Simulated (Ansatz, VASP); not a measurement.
## P: VASP beside Ansatz

File POSCAR:

```
P
1.0
   -1.4984438918      1.4984438918      1.4984438918
    1.4984438918     -1.4984438918      1.4984438918
    1.4984438918      1.4984438918     -1.4984438918
P
1
Direct
    0.0000000000      0.0000000000      0.0000000000
```

File INCAR.step1:

```
ALGO = Normal ; EDIFF = 1E-4
ENCUT = 520 ; GGA = PE
ISMEAR = 0 ; LASPH = True
LCHARG = False ; LREAL = False
LWAVE = True ; NBANDS = 8
NELM = 80 ; PREC = Accurate
SIGMA = 0.05
```

File INCAR.step2:

```
ALGO = Normal ; EDIFF = 1E-7
ENCUT = 520 ; ISIF = 2
ISMEAR = 0 ; ISTART = 1
IVDW = 12 ; LASPH = True
LCHARG = True ; LELF = True
LMIXTAU = True ; LREAL = False
LVHAR = True ; LWAVE = False
METAGGA = R2SCAN ; NBANDS = 8
NELM = 80 ; PREC = Accurate
SIGMA = 0.05 ; VDW_A1 = 0.49484001
VDW_A2 = 5.73083694 ; VDW_S6 = 1.0
VDW_S8 = 0.78981345
```

File KPOINTS:

```
k-points
0
Gamma
  20 20 20
```

Input for Ansatz:

```yaml
crystal:
  lattice:
    - [-1.4984438918, 1.4984438918, 1.4984438918]
    - [1.4984438918, -1.4984438918, 1.4984438918]
    - [1.4984438918, 1.4984438918, -1.4984438918]
  atoms:
    - { symbol: P, position: [0.0, 0.0, 0.0] }
basis:
  ecutwfc: 500
  ecutrho_ratio: 4
kpoints:
  mp_grid: { grid: [20, 20, 20] }
hamiltonian:
  xc: r2scan
  dispersion: d3bj
scf:
  occupations: { method: gaussian, width: 0.05 }
output:
  forces: true
  stress: true
  eigenvalues: true
```

Alike in both runs: task single point; functional r2SCAN; dispersion D3(BJ); k mesh 20 × 20 × 20; occupations gaussian, width 0.05 eV; no spin polarisation.

|  | VASP | Ansatz |
| --- | --- | --- |
| version | VASP 6.6.1 | Ansatz 0.2.0 |
| potentials or method | VASP PAW PBE potentials, release 64 (P), cutoff 520 eV | scalar-relativistic, plane waves, PAW |
| valence electrons in the cell | 5 | 5 |

```tsv
	VASP	Ansatz	Ansatz less VASP
gap on the k mesh at the Fermi level (eV)	none	none	-
pressure (GPa)	3.9	4.1	+0.20
```

VASP's potentials were made for PBE, not for r2SCAN. A gap of «none» marks a metal or a gap that the smearing closes. Ansatz's warnings: dispersion damping borrowed.
